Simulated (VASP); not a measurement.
Write the native input for VASP 6.6.1 that does the following.

- Task: single point
- Functional: PBEsol
- Potentials or basis: VASP PAW PBE potentials, release 64 (Al, N)
- Cutoff: 520 eV
- k mesh: 8 × 8 × 8
- Occupations: gaussian, width 0.01 eV
- Spin: no spin polarisation
- Dipole correction: no
- Further INCAR settings: ALGO = Normal; EDIFF = 1e-07; NBANDS = 11

The structure of AlN lies in POSCAR:

```
AlN
1.0
    0.0000000000      2.2127340590      2.2127340590
    2.2127340590      0.0000000000      2.2127340590
    2.2127340590      2.2127340590      0.0000000000
Al N
1 1
Direct
    0.0000000000      0.0000000000      0.0000000000
    0.7500000000      0.7500000000      0.7500000000
```

One way to write it, as run:

INCAR

```
PREC = Accurate
ENCUT = 520
EDIFF = 1E-7
ISMEAR = 0
SIGMA = 0.01
LREAL = F
LASPH = T
NELM = 100
ALGO = Normal
ISIF = 2
LWAVE = F
LCHARG = T
GGA = PS
LELF = T
LVHAR = T
NBANDS = 11
```

KPOINTS

```
regular mesh
0
Gamma
  8 8 8
```

Potentials or basis: VASP PAW PBE potentials, release 64 (Al, N).

The run is started by

```console
$ cat potpaw_PBE.64/Al/POTCAR potpaw_PBE.64/N/POTCAR > POTCAR
$ mpirun -np 1 vasp_std > vasp.out
```

Results of the run:

```
Pressure               : -6.2 GPa
Band gap on the k mesh : 3.17 eV, indirect (least direct gap 3.79 eV)
```

Caveat: the PAW data sets were made with another functional, which shifts forces and pressure a little.

Wall time 8 s on 1 thread of Intel Xeon 8259CL, on a shared host, peak memory 0.13 GiB.
